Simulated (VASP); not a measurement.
# Pt (Fmmm) in VASP: a series of runs

The runs below take Pt through single point, with LDA.

Program: VASP 6.6.1. These are calculated values, not measurements. Logs are shortened: lines on timing, memory, paths and dates and some standing lists are left out, and cuts for length are marked.

### 1 The cell of the first run

The structure is orthorhombic, space group Fmmm (No. 69). The conventional cell has a = 3.894 Å, b = 4.030 Å, c = 4.215 Å, α = 90.00°, β = 90.00°, γ = 90.00°. Pt (site symmetry mmm) has 12 Pt at 2.80 to 2.92 Å within 3.7 Å.

### 2 Single point, LDA (normal strain along x +0.0825, normal strain along z +0.0350)

File INCAR:

```
  PREC = Accurate
  ENCUT = 520
  EDIFF = 1E-6
  ISMEAR = 0
  SIGMA = 0.15
  LREAL = F
  LASPH = T
  NELM = 100
  ALGO = Fast
  ISIF = 2
  LWAVE = F
  LCHARG = F
  NBANDS = 11
```

File KPOINTS:

```
Automatic mesh
0
Gamma
  20 20 20
```

File POSCAR:

```
Pt
1.0
    0.0000000000      1.9468328700      2.0149720204
    2.1074465818      0.0000000000      2.0149720204
    2.1074465818      1.9468328700      0.0000000000
Pt
1
Direct
    0.0000000000      0.0000000000      0.0000000000
```

Potentials or basis: VASP PAW LDA potentials, release 64 (Pt).

Launch:

```console
$ cat potpaw_LDA.64/Pt/POTCAR > POTCAR
$ mpirun -np 1 vasp_std > vasp.out
```

OUTCAR:

```text
PREC = Accurate
   ENCUT = 520
   EDIFF = 1E-6
   ISMEAR = 0
   LREAL = F
   LASPH = T
   NELM = 100
   ISIF = 2

 ion  position               nearest neighbor table
   1  0.000  0.000  0.000-

  LATTYP: Found a face centered orthorhombic cell.
 ALAT       =     3.8936657400
 B/A-ratio  =     1.0350000000
 C/A-ratio  =     1.0825000000

  Lattice vectors:

 A1 = (  -2.1074465818,   0.0000000000,  -2.0149720204)
 A2 = (  -2.1074465818,   1.9468328700,   0.0000000000)
 A3 = (   0.0000000000,   1.9468328700,  -2.0149720204)

Analysis of symmetry for initial positions (statically):
=====================================================================
 Subroutine PRICEL returns:
 Original cell was already a primitive cell.

 Routine SETGRP: Setting up the symmetry group for a
 face centered orthorhombic supercell.

 Subroutine GETGRP returns: Found  8 space group operations
 (whereof  8 operations were pure point group operations)
 out of a pool of  8 trial point group operations.

The static configuration has the point symmetry D_2h.

Analysis of symmetry for dynamics (positions and initial velocities):
=====================================================================
 Subroutine PRICEL returns:
 Original cell was already a primitive cell.

 Routine SETGRP: Setting up the symmetry group for a
 face centered orthorhombic supercell.

 Subroutine GETGRP returns: Found  8 space group operations
 (whereof  8 operations were pure point group operations)
 out of a pool of  8 trial point group operations.

The dynamic configuration has the point symmetry D_2h.

 Subroutine INISYM returns: Found  8 space group operations
 (whereof  8 operations are pure point group operations),
 and found     1 'primitive' translations

----------------------------------------------------------------------------------------

                                     Primitive cell

  volume of cell :      16.5342

  direct lattice vectors                    reciprocal lattice vectors
     0.000000000  1.946832870  2.014972020    -0.237253938  0.256827388  0.248142403
     2.107446582  0.000000000  2.014972020     0.237253938 -0.256827388  0.248142403
     2.107446582  1.946832870  0.000000000     0.237253938  0.256827388 -0.248142403

  length of vectors
     2.801833412  2.915723467  2.869057218     0.428747467  0.428747467  0.428747467

  position of ions in fractional coordinates (direct lattice)
     0.000000000  0.000000000  0.000000000

  ion indices of the primitive-cell ions
[... 83 lines left out ...]
   TEBEG  =    0.0;   TEEND  =   0.0 temperature during run
   PSTRESS=    0.0 pullay stress
   NELECT =      10.0000    total number of electrons
   NUPDOWN=      -1.0000    fix difference up-down
   EMIN   =  10.00;   EMAX   =-10.00  energy-range for DOS
   EFERMI =   0.00;   METHOD = LEGACY
   ISMEAR =     0;   SIGMA  =   0.15  broadening in eV -4-tet -1-fermi 0-gaus
   EFERMI_NEDOS =   21; number of points for ismear=-14 and -15
   IALGO  =     68    algorithm
   IMIX   =      4    mixing-type and parameters
     AMIX     =   0.40;   BMIX     =  1.00
     AMIX_MAG =   1.60;   BMIX_MAG =  1.00
  volume/ion in A,a.u.               =      16.53       111.58
  Fermi-wavevector in a.u.,A,eV,Ry     =   1.384459  2.616248 26.078648  1.916727
  Thomas-Fermi vector in A             =   2.508961
   LORBIT       =      0    0 simple, 1 ext, 2 COOP (PROOUT), +10 PAW based schemes
   GGA     = CA    functional components
   LHFCALC =     F    Hartree Fock is set to
   AEXX    =    0.0000 exact exchange contribution
   IVDW    =     0    specifies the selected vdW correction
   LEPSILON=     F    determine dielectric tensor
   LRPA    =     F    only Hartree local field effects (RPA)
 non-spin polarized calculation
 RMM-DIIS sequential band-by-band and
 Gauss-broadening in eV      SIGMA  =   0.15
  energy-cutoff  :      520.00
  volume of cell :       16.53
 maximum number of plane-waves:       463
 NGX is ok and might be reduce to    24
   NGX = 11   NGY = 11   NGZ = 11

 number of electron      10.0000000 magnetization

 number of electron       9.9999999 magnetization

 Free energy of the ion-electron system (eV)
  ---------------------------------------------------
  ext. energy  EPLUGINS =         0.00000000
  ---------------------------------------------------
  free energy    TOTEN  =        -7.35345607 eV

  energy without entropy =       -7.33055079  energy(sigma->0) =       -7.34200343

 E-fermi :   9.4133     XC(G=0): -13.1577

 val. band max:        9.4061426541   @ k =  -0.4500   0.3000   0.0500
 cond. band min:       9.4137575070   @ k =  -0.2500   0.3000   0.3500
 fundamental gap:      0.0076148529
 Fermi energy:         9.4133317714

 k-point     1 :       0.0000    0.0000    0.0000
  band No.  band energies     occupation
      1       0.1791      2.00000
      2       5.7178      2.00000
      3       6.2263      2.00000
      4       6.5586      2.00000
      5       7.5895      2.00000
      6       8.4204      2.00000
      7      24.3439      0.00000
      8      27.8255      0.00000
      9      28.7213      0.00000
     10      29.5130      0.00000
     11      33.8954      0.00000
[... 309 lines left out ...]
 k-point    24 :      -0.3500    0.0500    0.0000
  band No.  band energies     occupation
      1       2.9747      2.00000
      2       5.9203      2.00000
      3       6.6310      2.00000
      4       7.0227      2.00000
      5       8.7514      2.00000
      6       9.3273      1.58246
      7      17.8931      0.00000
      8      24.4632      0.00000
      9      27.8948      0.00000
     10      29.8985      0.00000
     11      33.6490      0.00000

 [... further k-points ...]

------------------------ aborting loop because EDIFF is reached ----------------------------------------

  FORCE on cell =-STRESS in cart. coord.  units (eV):
  Direction    XX          YY          ZZ          XY          YZ          ZX
  --------------------------------------------------------------------------------------
  -------------------------------------------------------------------------------------
  Total       -2.8641742     -2.3317560     -2.4494495      0.0000000      0.0000000      0.0000000
  in kB     -277.5401016   -225.9484793   -237.3530426      0.0000000      0.0000000      0.0000000
  external PRESSURE =    -246.9472079 kB  Pullay stress =       0.0000000 kB

 VOLUME and BASIS-vectors are now :
 -----------------------------------------------------------------------------
  energy-cutoff  :      520.00
  volume of cell :       16.53
      direct lattice vectors                 reciprocal lattice vectors
     0.000000000  1.946832870  2.014972020    -0.237253938  0.256827388  0.248142403
     2.107446582  0.000000000  2.014972020     0.237253938 -0.256827388  0.248142403
     2.107446582  1.946832870  0.000000000     0.237253938  0.256827388 -0.248142403

 POSITION                                       TOTAL-FORCE (eV/Angst)
 -----------------------------------------------------------------------------------
      0.00000      0.00000      0.00000         0.000000     -0.000000      0.000000
 -----------------------------------------------------------------------------------
    total drift:                               -0.000000     -0.000000     -0.000000

  FREE ENERGIE OF THE ION-ELECTRON SYSTEM (eV)
  ---------------------------------------------------
  free  energy   TOTEN  =        -7.3534560658 eV

  energy  without entropy=       -7.3305507895  energy(sigma->0) =       -7.34200343
```

stdout:

```text
POSCAR found type information on POSCAR Pt
 POSCAR found :  1 types and       1 ions
 scaLAPACK will be used
 LDA part: xc-table for (Slater(with rela. corr.)+CA(PZ))
 , standard interpolation
 POSCAR, INCAR and KPOINTS ok, starting setup
 FFT: planning ... GRIDC
 FFT: planning ... GRID_SOFT
 FFT: planning ... GRID
 WAVECAR not read
 entering main loop
```

Wall time 3.7 min (1 thread of Intel Xeon 8259CL, shared host); peak memory 0.32 GiB.

What came out:

* Free energy: -7.3535 eV
* Pressure: -24.7 GPa
* Band gap on the k mesh: zero (bands 5 and 6 overlap by 2.20 eV)

Stress tensor (GPa, compression positive):
```
-27.75   0.00   0.00
  0.00 -22.59   0.00
  0.00   0.00 -23.74
```

Caveat: the cell differs from its parent crystal (normal strain along x +0.0825, normal strain along z +0.0350); the cell stands under tension; spin-orbit coupling is left out, which moves the levels of the heavy elements.

### 3 Single point, LDA (normal strain along x +0.1100, normal strain along z +0.0350)

File INCAR:

```
SYSTEM = Pt
PREC = Accurate ; ENCUT = 520
EDIFF = 1E-6 ; ISMEAR = 0
SIGMA = 0.15 ; LREAL = .False.
LASPH = .True. ; NELM = 100
ALGO = Fast ; ISIF = 2
LWAVE = .False. ; LCHARG = .False.
GGA = CA ; NBANDS = 11
```

File KPOINTS:

```
Automatic mesh
0
Gamma
  20 20 20
  0 0 0
```

File POSCAR:

```
Pt
1.0
    0.0000000000      1.9468328700      2.0149720204
    2.1609844857      0.0000000000      2.0149720204
    2.1609844857      1.9468328700      0.0000000000
Pt
1
Direct
    0.0000000000      0.0000000000      0.0000000000
```

Potentials or basis: VASP PAW LDA potentials, release 64 (Pt).

Launch:

```console
$ cat potpaw_LDA.64/Pt/POTCAR > POTCAR
$ mpirun -np 1 vasp_std > vasp.out
```

OUTCAR:

```text
SYSTEM = Pt
   PREC = Accurate
   ENCUT = 520
   EDIFF = 1E-6
   ISMEAR = 0
   LREAL = .False.
   LASPH = .True.
   NELM = 100
   ISIF = 2
   GGA = CA

 ion  position               nearest neighbor table
   1  0.000  0.000  0.000-

  LATTYP: Found a face centered orthorhombic cell.
 ALAT       =     3.8936657400
 B/A-ratio  =     1.0350000000
 C/A-ratio  =     1.1100000000

  Lattice vectors:

 A1 = (  -2.1609844857,   0.0000000000,  -2.0149720204)
 A2 = (  -2.1609844857,   1.9468328700,   0.0000000000)
 A3 = (   0.0000000000,   1.9468328700,  -2.0149720204)

Analysis of symmetry for initial positions (statically):
=====================================================================
 Subroutine PRICEL returns:
 Original cell was already a primitive cell.

 Routine SETGRP: Setting up the symmetry group for a
 face centered orthorhombic supercell.

 Subroutine GETGRP returns: Found  8 space group operations
 (whereof  8 operations were pure point group operations)
 out of a pool of  8 trial point group operations.

The static configuration has the point symmetry D_2h.

Analysis of symmetry for dynamics (positions and initial velocities):
[... 170 lines left out ...]
      1       0.0006      2.00000
      2       5.2584      2.00000
      3       6.0368      2.00000
      4       6.3447      2.00000
      5       7.0667      2.00000
      6       8.1522      2.00000
      7      24.0043      0.00000
      8      27.0288      0.00000
      9      28.3357      0.00000
     10      29.1054      0.00000
     11      33.3370      0.00000
[... 309 lines left out ...]
 k-point    24 :      -0.3500    0.0500    0.0000
  band No.  band energies     occupation
      1       2.7647      2.00000
      2       5.5239      2.00000
      3       6.4254      2.00000
      4       6.7075      2.00000
      5       8.3442      2.00000
      6       8.8801      1.57253
      7      17.3196      0.00000
      8      23.9232      0.00000
      9      27.2200      0.00000
     10      29.3584      0.00000
     11      32.7349      0.00000

 [... further k-points ...]

------------------------ aborting loop because EDIFF is reached ----------------------------------------

  FORCE on cell =-STRESS in cart. coord.  units (eV):
  Direction    XX          YY          ZZ          XY          YZ          ZX
  --------------------------------------------------------------------------------------
  -------------------------------------------------------------------------------------
  Total       -3.3782832     -2.7119741     -2.7921194      0.0000000      0.0000000      0.0000000
  in kB     -319.2473477   -256.2812168   -263.8549408      0.0000000      0.0000000      0.0000000
  external PRESSURE =    -279.7945018 kB  Pullay stress =       0.0000000 kB

 VOLUME and BASIS-vectors are now :
 -----------------------------------------------------------------------------
  energy-cutoff  :      520.00
  volume of cell :       16.95
      direct lattice vectors                 reciprocal lattice vectors
     0.000000000  1.946832870  2.014972020    -0.231376025  0.256827388  0.248142403
     2.160984486  0.000000000  2.014972020     0.231376025 -0.256827388  0.248142403
     2.160984486  1.946832870  0.000000000     0.231376025  0.256827388 -0.248142403

 POSITION                                       TOTAL-FORCE (eV/Angst)
 -----------------------------------------------------------------------------------
      0.00000      0.00000      0.00000         0.000000      0.000000      0.000000
 -----------------------------------------------------------------------------------
    total drift:                               -0.000000      0.000000      0.000000

  FREE ENERGIE OF THE ION-ELECTRON SYSTEM (eV)
  ---------------------------------------------------
  free  energy   TOTEN  =        -7.2752939024 eV

  energy  without entropy=       -7.2516879992  energy(sigma->0) =       -7.26349095
```

Wall time 4.4 min (1 thread of Intel Xeon 8259CL, shared host); peak memory 0.32 GiB.

Results:

```
Free energy            : -7.2753 eV
Pressure               : -28.0 GPa
Band gap on the k mesh : zero (bands 5 and 6 overlap by 2.13 eV)
```

Caveat: the cell differs from its parent crystal (normal strain along x +0.1100, normal strain along z +0.0350); the cell stands under tension; spin-orbit coupling is left out, which moves the levels of the heavy elements.

(Continued in part 2 of 2.)
